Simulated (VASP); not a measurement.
# Ru (P6_3/mmc) in VASP: notebook, part 3 of 3

VASP 6.6.1.

## 5. Single point, PBEsol

This run uses another cell than the first one, of 13.32 Å³/atom, 0.983 times its volume.

INCAR reads:

```
PREC = Accurate ; ENCUT = 520
EDIFF = 1E-6 ; ISMEAR = 0
SIGMA = 0.1 ; LREAL = False
LASPH = True ; NELM = 60
ALGO = Fast ; ISIF = 2
LWAVE = False ; LCHARG = False
GGA = PS ; NBANDS = 21
```

KPOINTS reads:

```
Automatic mesh
0
Gamma
  24 24 12
```

POSCAR reads:

```
Ru
1.0
    2.6894812021      0.0000000000      0.0000000000
   -1.3447406010      2.3291590440      0.0000000000
    0.0000000000      0.0000000000      4.2519430510
Ru
2
Direct
    0.3333333333      0.6666666667      0.2500000000
    0.6666666667      0.3333333333      0.7500000000
```

Potentials or basis: VASP PAW PBE potentials, release 64 (Ru_pv).

Started as:

```
$ cat potpaw_PBE.64/Ru_pv/POTCAR > POTCAR
$ mpirun -np 1 vasp_std > vasp.out
```

OUTCAR:

```text
PREC = Accurate
   ENCUT = 520
   EDIFF = 1E-6
   ISMEAR = 0
   LREAL = False
   LASPH = True
   NELM = 60
   ISIF = 2
   GGA = PS

 ion  position               nearest neighbor table
   1  0.333  0.667  0.250-   2 2.63   2 2.63   2 2.63   2 2.63   2 2.63   2 2.63
   2  0.667  0.333  0.750-   1 2.63   1 2.63   1 2.63   1 2.63   1 2.63   1 2.63

  LATTYP: Found a hexagonal cell.
 ALAT       =     2.6894812021
 C/A-ratio  =     1.5809528796

  Lattice vectors:

 A1 = (   2.6894812021,   0.0000000000,   0.0000000000)
 A2 = (  -1.3447406010,   2.3291590440,   0.0000000000)
 A3 = (   0.0000000000,   0.0000000000,   4.2519430510)

Analysis of symmetry for initial positions (statically):
=====================================================================
 Subroutine PRICEL returns:
 Original cell was already a primitive cell.

 Routine SETGRP: Setting up the symmetry group for a
 hexagonal supercell.

 Subroutine GETGRP returns: Found 24 space group operations
 (whereof 12 operations were pure point group operations)
 out of a pool of 24 trial point group operations.

The static configuration has the point symmetry D_3d.
 The point group associated with its full space group is D_6h.

Analysis of symmetry for dynamics (positions and initial velocities):
=====================================================================
 Subroutine PRICEL returns:
 Original cell was already a primitive cell.

 Routine SETGRP: Setting up the symmetry group for a
 hexagonal supercell.

 Subroutine GETGRP returns: Found 24 space group operations
 (whereof 12 operations were pure point group operations)
 out of a pool of 24 trial point group operations.

The dynamic configuration has the point symmetry D_3d.
 The point group associated with its full space group is D_6h.

 Subroutine INISYM returns: Found 24 space group operations
 (whereof 12 operations are pure point group operations),
 and found     1 'primitive' translations

----------------------------------------------------------------------------------------

                                     Primitive cell

  volume of cell :      26.6351

  direct lattice vectors                    reciprocal lattice vectors
     2.689481202  0.000000000  0.000000000     0.371818922  0.214669754  0.000000000
    -1.344740601  2.329159044  0.000000000     0.000000000  0.429339509  0.000000000
     0.000000000  0.000000000  4.251943051     0.000000000  0.000000000  0.235186593

  length of vectors
     2.689481202  2.689481202  4.251943051     0.429339509  0.429339509  0.235186593

  position of ions in fractional coordinates (direct lattice)
     0.333333333  0.666666667  0.250000000
     0.666666667  0.333333333  0.750000000

  ion indices of the primitive-cell ions
   primitive index   ion index
                 1           1
                 2           2

----------------------------------------------------------------------------------------

 KPOINTS: Automatic mesh

Automatic generation of k-mesh.
 Grid dimensions read from file:
 generate k-points for:   24   24   12

 Generating k-lattice:

  Cartesian coordinates                     Fractional coordinates (reciprocal lattice)
     0.015492455  0.008944573  0.000000000     0.041666667  0.000000000  0.000000000
     0.000000000  0.017889146  0.000000000     0.000000000  0.041666667  0.000000000
     0.000000000  0.000000000  0.019598883     0.000000000  0.000000000  0.083333333

  Length of vectors
     0.017889146  0.017889146  0.019598883

  Shift w.r.t. Gamma in fractional coordinates (k-lattice)
     0.000000000  0.000000000  0.000000000

 Subroutine IBZKPT returns following result:
 ===========================================

 Found    427 irreducible k-points:

 Following reciprocal coordinates:
            Coordinates               Weight
  0.000000  0.000000  0.000000      1.000000
  0.041667  0.000000  0.000000      6.000000
  0.083333  0.000000  0.000000      6.000000
  0.125000 -0.000000  0.000000      6.000000
  0.166667  0.000000  0.000000      6.000000
  0.208333  0.000000  0.000000      6.000000
[... 16 lines left out ...]
  0.416667  0.041667  0.000000     12.000000
  0.458333  0.041667  0.000000     12.000000
 [... further k-points ...]
   k-points           NKPTS =    427   k-points in BZ     NKDIM =    427   number of bands    NBANDS=     21
   number of dos      NEDOS =    301   number of ions     NIONS =      2
   total plane-waves  NPLWV =  12800
   dimension x,y,z NGX =    20 NGY =   20 NGZ =   32
   dimension x,y,z NGXF=    40 NGYF=   40 NGZF=   64
   ions per type =               2
   NGX,Y,Z   is equivalent  to a cutoff of  12.36, 12.36, 12.51 a.u.
   NGXF,Y,Z  is equivalent  to a cutoff of  24.73, 24.73, 25.02 a.u.
 SYSTEM =  unknown system
   PREC   = accura    normal or accurate (medium, high low for compatibility)
   ISTART =      0    job   : 0-new  1-cont  2-samecut
   ICHARG =      2    charge: 1-file 2-atom 10-const
   ISPIN  =      1    spin polarized calculation?
   LNONCOLLINEAR =      F non collinear calculations
   LSORBIT =      F    spin-orbit coupling
   LASPH  =      T    aspherical Exc in radial PAW
   ENCUT  =  520.0 eV  38.22 Ry    6.18 a.u.   5.00  5.00  7.91*2*pi/ulx,y,z
   NELM   =     60;   NELMIN=  2; NELMDL= -5     # of ELM steps
   EDIFF  = 0.1E-05   stopping-criterion for ELM
   LREAL  =      F    real-space projection
   EDIFFG = 0.1E-04   stopping-criterion for IOM
   NSW    =      0    number of steps for IOM
   IBRION =     -1    ionic relax: 0-MD 1-quasi-New 2-CG
   NFREE  =      0    steps in history (QN), initial steepest desc. (CG)
   ISIF   =      2    stress and relaxation
   ISYM   =      2    0-nonsym 1-usesym 2-fastsym
   POTIM  = 0.5000    time-step for ionic-motion
   TEBEG  =    0.0;   TEEND  =   0.0 temperature during run
   PSTRESS=    0.0 pullay stress
   NELECT =      28.0000    total number of electrons
   NUPDOWN=      -1.0000    fix difference up-down
   EMIN   =  10.00;   EMAX   =-10.00  energy-range for DOS
   EFERMI =   0.00;   METHOD = LEGACY
   ISMEAR =     0;   SIGMA  =   0.10  broadening in eV -4-tet -1-fermi 0-gaus
   EFERMI_NEDOS =   21; number of points for ismear=-14 and -15
   IALGO  =     68    algorithm
   IMIX   =      4    mixing-type and parameters
     AMIX     =   0.40;   BMIX     =  1.00
     AMIX_MAG =   1.60;   BMIX_MAG =  1.00
  volume/ion in A,a.u.               =      13.32        89.87
  Fermi-wavevector in a.u.,A,eV,Ry     =   1.664597  3.145632 37.700160  2.770884
  Thomas-Fermi vector in A             =   2.751113
   LORBIT       =      0    0 simple, 1 ext, 2 COOP (PROOUT), +10 PAW based schemes
   GGA     = PS    functional components
   LHFCALC =     F    Hartree Fock is set to
   AEXX    =    0.0000 exact exchange contribution
   IVDW    =     0    specifies the selected vdW correction
   LEPSILON=     F    determine dielectric tensor
   LRPA    =     F    only Hartree local field effects (RPA)
 non-spin polarized calculation
 RMM-DIIS sequential band-by-band and
 Gauss-broadening in eV      SIGMA  =   0.10
  energy-cutoff  :      520.00
  volume of cell :       26.64
 maximum number of plane-waves:       738
 NGX is ok and might be reduce to    20
   NGX =  9   NGY =  9   NGZ = 15

 number of electron      27.9999997 magnetization

 Free energy of the ion-electron system (eV)
  ---------------------------------------------------
  ext. energy  EPLUGINS =         0.00000000
  ---------------------------------------------------
  free energy    TOTEN  =       -20.34490413 eV

  energy without entropy =      -20.33602668  energy(sigma->0) =      -20.34046541

 E-fermi :  13.0729     XC(G=0): -14.4009

 val. band max:       13.0719524416   @ k =   0.2500   0.2500   0.2500
 cond. band min:      13.0763109559   @ k =   0.2917   0.0833   0.0000
 fundamental gap:      0.0043585142
 Fermi energy:        13.0728701993

 k-point     1 :       0.0000    0.0000    0.0000
  band No.  band energies     occupation
      1     -30.6271      2.00000
      2     -29.6265      2.00000
      3     -29.6265      2.00000
      4     -29.4441      2.00000
      5     -29.4441      2.00000
      6     -29.3993      2.00000
[... 13 lines left out ...]
     20      23.3060      0.00000
     21      23.6208      0.00000

 k-point     2 :       0.0417    0.0000    0.0000
  band No.  band energies     occupation
      1     -30.6207      2.00000
      2     -29.6402      2.00000
      3     -29.6312      2.00000
      4     -29.4584      2.00000
      5     -29.4459      2.00000
      6     -29.4023      2.00000
[... 520 lines left out ...]
 k-point    24 :       0.4583    0.0417    0.0000
  band No.  band energies     occupation
      1     -30.4192      2.00000
      2     -30.2138      2.00000
      3     -30.1107      2.00000
      4     -29.8806      2.00000
      5     -29.7123      2.00000
      6     -29.5793      2.00000
[... 13 lines left out ...]
     20      25.2022      0.00000
     21      25.9486      0.00000

 [... further k-points ...]
[... 5 lines left out ...]
  --------------------------------------------------------------------------------------
  -------------------------------------------------------------------------------------
  Total        0.0598429      0.0598429     -0.1093823      0.0000000     -0.0000000      0.0000000
  in kB        3.5997154      3.5997154     -6.5796440      0.0000000     -0.0000000      0.0000000
  external PRESSURE =       0.2065956 kB  Pullay stress =       0.0000000 kB

 VOLUME and BASIS-vectors are now :
 -----------------------------------------------------------------------------
  energy-cutoff  :      520.00
  volume of cell :       26.64
      direct lattice vectors                 reciprocal lattice vectors
     2.689481202  0.000000000  0.000000000     0.371818922  0.214669754  0.000000000
    -1.344740601  2.329159044  0.000000000     0.000000000  0.429339509  0.000000000
     0.000000000  0.000000000  4.251943051     0.000000000  0.000000000  0.235186593

 POSITION                                       TOTAL-FORCE (eV/Angst)
 -----------------------------------------------------------------------------------
     -0.00000      1.55277      1.06299        -0.000000      0.000000      0.000000
      1.34474      0.77639      3.18896         0.000000     -0.000000      0.000000
 -----------------------------------------------------------------------------------
    total drift:                                0.000000     -0.000000      0.000000

  FREE ENERGIE OF THE ION-ELECTRON SYSTEM (eV)
  ---------------------------------------------------
  free  energy   TOTEN  =       -20.3449041348 eV

  energy  without entropy=      -20.3360266823  energy(sigma->0) =      -20.34046541
```

Run time: 2.6 min. Hardware: 1 thread of Intel Xeon Platinum 8375C at 2.90GHz (Ice Lake), shared host; peak memory 0.29 GiB.

What came out:

* Free energy: -20.3449 eV
* Pressure: 0.0 GPa
* Band gap on the k mesh: zero (band 14 reaches 14.72 eV, above the bottom of band 15 at 11.44 eV)

Stress tensor (GPa, compression positive):
```
 0.36  0.00  0.00
 0.00  0.36  0.00
 0.00  0.00 -0.66
```

Caveat: the PAW data sets were made with another functional, which shifts forces and pressure a little.

## 6. Single point, PBEsol

This run uses another cell than the first one, of 13.32 Å³/atom, 0.983 times its volume.

INCAR reads:

```
SYSTEM = Ru
PREC = Accurate ; ENCUT = 520
EDIFF = 1E-7 ; ISMEAR = 0
SIGMA = 0.1 ; LREAL = .False.
LASPH = .True. ; NELM = 100
ALGO = Normal ; ISIF = 2
LWAVE = .False. ; LCHARG = .False.
GGA = PS ; NBANDS = 21
```

KPOINTS reads:

```
Automatic mesh
0
Gamma
  18 18 10
  0 0 0
```

POSCAR reads:

```
Ru
1.0
    2.6894812014      0.0000000000      0.0000000000
   -1.3447406007      2.3291590435      0.0000000000
    0.0000000000      0.0000000000      4.2519430486
Ru
2
Direct
    0.3333333333      0.6666666667      0.2500000000
    0.6666666667      0.3333333333      0.7500000000
```

Potentials or basis: VASP PAW PBE potentials, release 64 (Ru_pv).

Started as:

```
$ cat potpaw_PBE.64/Ru_pv/POTCAR > POTCAR
$ mpirun -np 1 vasp_std > vasp.out
```

Wall time 48 s (1 thread of Intel Xeon Platinum 8488C (Sapphire Rapids), shared host); peak memory 0.2 GiB.

Results (log left out):

| Item | Value |
| --- | --- |
| Free energy | -20.3451 eV |
| Pressure | -0.1 GPa |
| Band gap on the k mesh | zero (band 14 reaches 14.58 eV, above the bottom of band 15 at 11.36 eV) |

Levels at points of the mesh, in eV from the Fermi level:
| k point | band 12 | band 13 | band 14 | band 15 | band 16 | band 17 |
| --- | --- | --- | --- | --- | --- | --- |
| (0.00, 0.00, 0.00) | -1.97 | -1.97 | -1.43 | -1.43 | 1.24 | 1.24 |
| (0.50, 0.00, 0.00) | -1.86 | -1.56 | 1.49 | 1.93 | 2.01 | 4.17 |
| (0.00, 0.00, 0.50) | -2.85 | -2.79 | -2.79 | 0.58 | 0.58 | 0.58 |
| (0.50, 0.00, 0.50) | -1.09 | 0.45 | 0.45 | 1.76 | 1.76 | 3.45 |

Caveat: the PAW data sets were made with another functional, which shifts forces and pressure a little.

## 7. The runs side by side

```csv
cell,k mesh,gap on the mesh (eV),pressure (GPa)
"a = 2.708, b = 2.708, c = 4.268 Å, angles 90.0, 90.0, 120.0°, 2 atoms",6 × 6 × 4,none,-5.0
"a = 2.689, b = 2.689, c = 4.252 Å, angles 90.0, 90.0, 120.0°, 2 atoms",18 × 18 × 10,none,-0.1
"a = 2.708, b = 2.708, c = 4.268 Å, angles 90.0, 90.0, 120.0°, 2 atoms",9 × 9 × 4,none,-5.6
"a = 2.689, b = 2.689, c = 4.252 Å, angles 90.0, 90.0, 120.0°, 2 atoms",24 × 24 × 12,none,0.0
```

Alike in all rows: task single point; level PBEsol; potentials or basis VASP PAW PBE potentials, release 64 (Ru_pv); no spin polarisation; cutoff (eV) 520; smearing gaussian 0.1 eV.

Caveats: some runs use coarse meshes; the PAW data sets were made with another functional, which shifts forces and pressure a little.

Absolute energies hang on the potentials; compare differences alone.
